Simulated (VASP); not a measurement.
# Li (Fm-3m) in VASP: settings compared

The runs below take Li through single point, with RPBE, revPBE, r2SCAN.

All numbers are computed with VASP 6.6.1; they aren't measurements. Logs are shortened: lines on timing, memory, paths and dates and some standing lists are left out, and cuts for length are marked.

### Step 1. The cell of the first run

It takes space group Fm-3m (No. 225, cubic). Conventional cell: a = 4.382 Å, b = 4.382 Å, c = 4.382 Å, α = 90.00°, β = 90.00°, γ = 90.00°. Li (site symmetry m-3m) has 12 Li at 3.10 Å within 4.1 Å.

This isn't the form of Li at room conditions, which is bcc.

### Step 2. Single point, RPBE

Contents of INCAR:

```
  PREC = Accurate
  ENCUT = 520
  EDIFF = 1E-6
  ISMEAR = -1
  SIGMA = 0.05
  LREAL = False
  LASPH = True
  NELM = 100
  ALGO = Normal
  ISIF = 2
  LWAVE = False
  LCHARG = False
  GGA = RP
  NBANDS = 8
```

Contents of KPOINTS:

```
Automatic mesh
0
Gamma
  10 10 10
```

Contents of POSCAR:

```
Li
1.0
    0.0000000000      2.1910732334      2.1910732334
    2.1910732334      0.0000000000      2.1910732334
    2.1910732334      2.1910732334      0.0000000000
Li
1
Direct
    0.0000000000      0.0000000000      0.0000000000
```

Potentials or basis: VASP PAW PBE potentials, release 64 (Li_sv).

The run is started by

```bash
$ cat potpaw_PBE.64/Li_sv/POTCAR > POTCAR
$ mpirun -np 1 vasp_std > vasp.out
```

OUTCAR:

```text
PREC = Accurate
   ENCUT = 520
   EDIFF = 1E-6
   ISMEAR = -1
   LREAL = False
   LASPH = True
   NELM = 100
   ISIF = 2
   GGA = RP

 ion  position               nearest neighbor table
   1  0.000  0.000  0.000-

  LATTYP: Found a face centered cubic cell.
 ALAT       =     4.3821464668

  Lattice vectors:

 A1 = (   0.0000000000,   2.1910732334,   2.1910732334)
 A2 = (   2.1910732334,   0.0000000000,   2.1910732334)
 A3 = (   2.1910732334,   2.1910732334,   0.0000000000)

Analysis of symmetry for initial positions (statically):
=====================================================================
 Subroutine PRICEL returns:
 Original cell was already a primitive cell.

 Routine SETGRP: Setting up the symmetry group for a
 face centered cubic supercell.

 Subroutine GETGRP returns: Found 48 space group operations
 (whereof 48 operations were pure point group operations)
 out of a pool of 48 trial point group operations.

The static configuration has the point symmetry O_h .

Analysis of symmetry for dynamics (positions and initial velocities):
=====================================================================
 Subroutine PRICEL returns:
 Original cell was already a primitive cell.

 Routine SETGRP: Setting up the symmetry group for a
 face centered cubic supercell.

 Subroutine GETGRP returns: Found 48 space group operations
 (whereof 48 operations were pure point group operations)
 out of a pool of 48 trial point group operations.

The dynamic configuration has the point symmetry O_h .

 Subroutine INISYM returns: Found 48 space group operations
 (whereof 48 operations are pure point group operations),
 and found     1 'primitive' translations

----------------------------------------------------------------------------------------

                                     Primitive cell

  volume of cell :      21.0378

  direct lattice vectors                    reciprocal lattice vectors
     0.000000000  2.191073233  2.191073233    -0.228198671  0.228198671  0.228198671
     2.191073233  0.000000000  2.191073233     0.228198671 -0.228198671  0.228198671
     2.191073233  2.191073233  0.000000000     0.228198671  0.228198671 -0.228198671

  length of vectors
     3.098645483  3.098645483  3.098645483     0.395251692  0.395251692  0.395251692

  position of ions in fractional coordinates (direct lattice)
     0.000000000  0.000000000  0.000000000
[... 75 lines left out ...]
   NELM   =    100;   NELMIN=  2; NELMDL= -5     # of ELM steps
   EDIFF  = 0.1E-05   stopping-criterion for ELM
   LREAL  =      F    real-space projection
   EDIFFG = 0.1E-04   stopping-criterion for IOM
   NSW    =      0    number of steps for IOM
   IBRION =     -1    ionic relax: 0-MD 1-quasi-New 2-CG
   NFREE  =      0    steps in history (QN), initial steepest desc. (CG)
   ISIF   =      2    stress and relaxation
   ISYM   =      2    0-nonsym 1-usesym 2-fastsym
   POTIM  = 0.5000    time-step for ionic-motion
   TEBEG  =    0.0;   TEEND  =   0.0 temperature during run
   PSTRESS=    0.0 pullay stress
   NELECT =       3.0000    total number of electrons
   NUPDOWN=      -1.0000    fix difference up-down
   EMIN   =  10.00;   EMAX   =-10.00  energy-range for DOS
   EFERMI =   0.00;   METHOD = LEGACY
   ISMEAR =    -1;   SIGMA  =   0.05  broadening in eV -4-tet -1-fermi 0-gaus
   EFERMI_NEDOS =   21; number of points for ismear=-14 and -15
   IALGO  =     38    algorithm
   IMIX   =      4    mixing-type and parameters
     AMIX     =   0.40;   BMIX     =  1.00
     AMIX_MAG =   1.60;   BMIX_MAG =  1.00
  volume/ion in A,a.u.               =      21.04       141.97
  Fermi-wavevector in a.u.,A,eV,Ry     =   0.855293  1.616270  9.953022  0.731526
  Thomas-Fermi vector in A             =   1.972020
   LORBIT       =      0    0 simple, 1 ext, 2 COOP (PROOUT), +10 PAW based schemes
   GGA     = RP    functional components
   LHFCALC =     F    Hartree Fock is set to
   AEXX    =    0.0000 exact exchange contribution
   IVDW    =     0    specifies the selected vdW correction
   LEPSILON=     F    determine dielectric tensor
   LRPA    =     F    only Hartree local field effects (RPA)
 non-spin polarized calculation
  energy-cutoff  :      520.00
  volume of cell :       21.04
 maximum number of plane-waves:       588
   NGX = 11   NGY = 11   NGZ = 11

 number of electron       3.0000001 magnetization

 Free energy of the ion-electron system (eV)
  ---------------------------------------------------
  ext. energy  EPLUGINS =         0.00000000
  ---------------------------------------------------
  free energy    TOTEN  =        -1.81468055 eV

  energy without entropy =       -1.81013791  energy(sigma->0) =       -1.81240923

 E-fermi :   0.5256     XC(G=0):  -6.9206

 val. band max:        0.3499874207   @ k =  -0.4000   0.1000   0.0000
 cond. band min:       0.5605466213   @ k =   0.5000   0.3000   0.1000
 fundamental gap:      0.2105592007
 Fermi energy:         0.5256118129

 k-point     1 :       0.0000    0.0000    0.0000
  band No.  band energies     occupation
      1     -46.2012      2.00000
      2      -2.9375      2.00000
      3      14.7760      0.00000
      4      14.7762      0.00000
      5      14.7762      0.00000
      6      18.3698      0.00000
      7      18.3698      0.00000
      8      18.3698      0.00000
[... 243 lines left out ...]
 k-point    24 :       0.4000    0.3000    0.0000
  band No.  band energies     occupation
      1     -46.1854      2.00000
      2       0.0967      1.99962
      3       7.8408      0.00000
      4       9.0303      0.00000
      5       9.7024      0.00000
      6      12.9803      0.00000
      7      15.7118      0.00000
      8      25.3465      0.00000

 [... further k-points ...]

------------------------ aborting loop because EDIFF is reached ----------------------------------------

  FORCE on cell =-STRESS in cart. coord.  units (eV):
  Direction    XX          YY          ZZ          XY          YZ          ZX
  --------------------------------------------------------------------------------------
  -------------------------------------------------------------------------------------
  Total       -0.0079408     -0.0079408     -0.0079408      0.0000000      0.0000000     -0.0000000
  in kB       -0.6047468     -0.6047468     -0.6047468      0.0000000      0.0000000     -0.0000000
  external PRESSURE =      -0.6047468 kB  Pullay stress =       0.0000000 kB

 VOLUME and BASIS-vectors are now :
 -----------------------------------------------------------------------------
  energy-cutoff  :      520.00
  volume of cell :       21.04
      direct lattice vectors                 reciprocal lattice vectors
     0.000000000  2.191073233  2.191073233    -0.228198671  0.228198671  0.228198671
     2.191073233  0.000000000  2.191073233     0.228198671 -0.228198671  0.228198671
     2.191073233  2.191073233  0.000000000     0.228198671  0.228198671 -0.228198671

 POSITION                                       TOTAL-FORCE (eV/Angst)
 -----------------------------------------------------------------------------------
      0.00000      0.00000      0.00000         0.000000     -0.000000      0.000000
 -----------------------------------------------------------------------------------
    total drift:                                0.000000      0.000000     -0.000000

  FREE ENERGIE OF THE ION-ELECTRON SYSTEM (eV)
  ---------------------------------------------------
  free  energy   TOTEN  =        -1.8146805507 eV

  energy  without entropy=       -1.8101379052  energy(sigma->0) =       -1.81240923
```

stdout:

```text
POSCAR found type information on POSCAR Li
 POSCAR found :  1 types and       1 ions
 scaLAPACK will be used
 -----------------------------------------------------------------------------
|                                                                             |
|                                                                             |
|     You enforced a specific xc type in the INCAR file but a different       |
|     I HOPE YOU KNOW WHAT YOU ARE DOING!                                     |
|                                                                             |
 -----------------------------------------------------------------------------

 LDA part: xc-table for (Slater+PW92), standard interpolation
 POSCAR, INCAR and KPOINTS ok, starting setup
 FFT: planning ... GRIDC
 FFT: planning ... GRID_SOFT
 FFT: planning ... GRID
 WAVECAR not read
 entering main loop
```

Wall time 5.6 s (1 thread of Intel Xeon 8259CL, shared host); peak memory 0.13 GiB.

Results:

| Item | Value |
| --- | --- |
| Free energy | -1.8147 eV |
| Band gap on the k mesh | zero (an odd number of electrons rules out a gap without spin polarisation) |

Levels at points of the mesh, in eV from the Fermi level:
```tsv
k point	band 1	band 2	band 3	band 4	band 5	band 6	band 7
(0.00, 0.00, 0.00)	-46.73	-3.46	14.25	14.25	14.25	17.84	17.84
(0.50, 0.00, 0.00)	-46.71	0.06	2.87	12.54	12.54	16.23	16.23
(0.50, 0.50, 0.00)	-46.71	1.58	4.62	8.37	8.37	10.41	15.00
```

Caveat: the cutoff is under 1.25 times the usual one of these potentials, so pressure, stress and relaxed cells hold a basis-set (Pulay) error; the PAW data sets were made with another functional, which shifts forces and pressure a little.

### Step 3. Single point, revPBE

This run uses another cell than the first one, of 21.12 Å³/atom.

Contents of INCAR:

```
SYSTEM = Li
ALGO = Fast ; EDIFF = 1E-6
ENCUT = 520 ; GGA = RE
ISIF = 2 ; ISMEAR = -1
LASPH = .TRUE. ; LCHARG = .FALSE.
LREAL = .FALSE. ; LWAVE = .FALSE.
NBANDS = 8 ; NELM = 100
PREC = Accurate ; SIGMA = 0.05
```

Contents of KPOINTS:

```
k-points
0
G
  10 10 10
  0 0 0
```

Contents of POSCAR:

```
Li
1.0
    0.0000000000      2.1938025484      2.1938025484
    2.1938025484      0.0000000000      2.1938025484
    2.1938025484      2.1938025484      0.0000000000
Li
1
Direct
    0.0000000000      0.0000000000      0.0000000000
```

Potentials or basis: VASP PAW PBE potentials, release 64 (Li_sv).

The run is started by

```bash
$ cat potpaw_PBE.64/Li_sv/POTCAR > POTCAR
$ mpirun -np 1 vasp_std > vasp.out
```

Wall time 6.1 s (1 thread of Intel Xeon 8259CL, shared host); peak memory 0.13 GiB.

Results (log left out):

- Free energy: -1.8118 eV
- Band gap on the k mesh: zero (an odd number of electrons rules out a gap without spin polarisation)

Levels at points of the mesh, in eV from the Fermi level:
| k point | band 1 | band 2 | band 3 | band 4 | band 5 | band 6 |
| --- | --- | --- | --- | --- | --- | --- |
| (0.00, 0.00, 0.00) | -46.69 | -3.47 | 14.20 | 14.20 | 14.20 | 17.81 |
| (0.50, 0.00, 0.00) | -46.68 | 0.06 | 2.85 | 12.50 | 12.50 | 16.19 |
| (0.50, 0.50, 0.00) | -46.67 | 1.58 | 4.60 | 8.35 | 8.35 | 10.39 |

Caveat: the cutoff is under 1.25 times the usual one of these potentials, so pressure, stress and relaxed cells hold a basis-set (Pulay) error; the PAW data sets were made with another functional, which shifts forces and pressure a little.

### Step 4. Single point, r2SCAN

This run uses another cell than the first one, of 20.99 Å³/atom.

Contents of POSCAR:

```
Li
1.0
    0.0000000000      2.1894037935      2.1894037935
    2.1894037935      0.0000000000      2.1894037935
    2.1894037935      2.1894037935      0.0000000000
Li
1
Direct
    0.0000000000      0.0000000000      0.0000000000
```

Contents of INCAR.step1:

```
SYSTEM = Li
PREC = Accurate
ENCUT = 520
ISMEAR = -1
SIGMA = 0.05
LREAL = .FALSE.
LASPH = .TRUE.
NELM = 100
NBANDS = 8
GGA = PE
ALGO = Normal
EDIFF = 1E-4
LWAVE = .TRUE.
LCHARG = .FALSE.
```

Contents of INCAR.step2:

```
SYSTEM = Li
PREC = Accurate
ENCUT = 520
EDIFF = 1E-6
ISMEAR = -1
SIGMA = 0.05
LREAL = .FALSE.
LASPH = .TRUE.
NELM = 100
ALGO = Normal
ISIF = 2
LWAVE = .FALSE.
LCHARG = .TRUE.
METAGGA = R2SCAN
LMIXTAU = .TRUE.
LELF = .TRUE.
LVHAR = .TRUE.
NBANDS = 8
ISTART = 1
```

Contents of KPOINTS:

```
Automatic mesh
0
G
  10 10 10
  0 0 0
```

The run is started by

```bash
$ cat potpaw_PBE.64/Li_sv/POTCAR > POTCAR
$ cp INCAR.step1 INCAR
$ mpirun -np 1 vasp_std > vasp.out
$ cp INCAR.step2 INCAR
$ mpirun -np 1 vasp_std > vasp.out
```

Run time: 28 s. Hardware: 1 thread of Intel Xeon 8259CL, shared host; peak memory 0.13 GiB.

Results (log left out):

- Free energy: -2.3859 eV
- Band gap on the k mesh: zero (an odd number of electrons rules out a gap without spin polarisation)

Levels at points of the mesh, in eV from the Fermi level:
| k point | band 1 | band 2 | band 3 | band 4 | band 5 | band 6 |
| --- | --- | --- | --- | --- | --- | --- |
| (0.00, 0.00, 0.00) | -48.14 | -3.74 | 15.70 | 15.70 | 15.70 | 18.99 |
| (0.50, 0.00, 0.00) | -48.13 | 0.05 | 3.13 | 13.79 | 13.79 | 17.28 |
| (0.50, 0.50, 0.00) | -48.12 | 1.71 | 4.97 | 9.15 | 9.15 | 11.06 |

Caveat: the cutoff is under 1.25 times the usual one of these potentials, so pressure, stress and relaxed cells hold a basis-set (Pulay) error; the PAW data sets were made with another functional, which shifts forces and pressure a little.

### Step 5. Summary

```tsv
level	cell	gap on the mesh (eV)
RPBE	a = 3.099 Å, angles 60.0°, 1 atom	none
revPBE	a = 3.103 Å, angles 60.0°, 1 atom	none
r2SCAN	a = 3.096 Å, angles 60.0°, 1 atom	none
```

Alike in all rows: task single point; potentials or basis VASP PAW PBE potentials, release 64 (Li_sv); no spin polarisation; k mesh 10 × 10 × 10; cutoff (eV) 520; smearing fermi-dirac 0.05 eV.

Caveats: the cutoff is under 1.25 times the usual one of these potentials, so pressure, stress and relaxed cells hold a basis-set (Pulay) error; the PAW data sets were made with another functional, which shifts forces and pressure a little.

Absolute energies hang on the potentials; compare differences alone.

The gap in the log of VASP goes by the Fermi energy; the results here count the filled bands.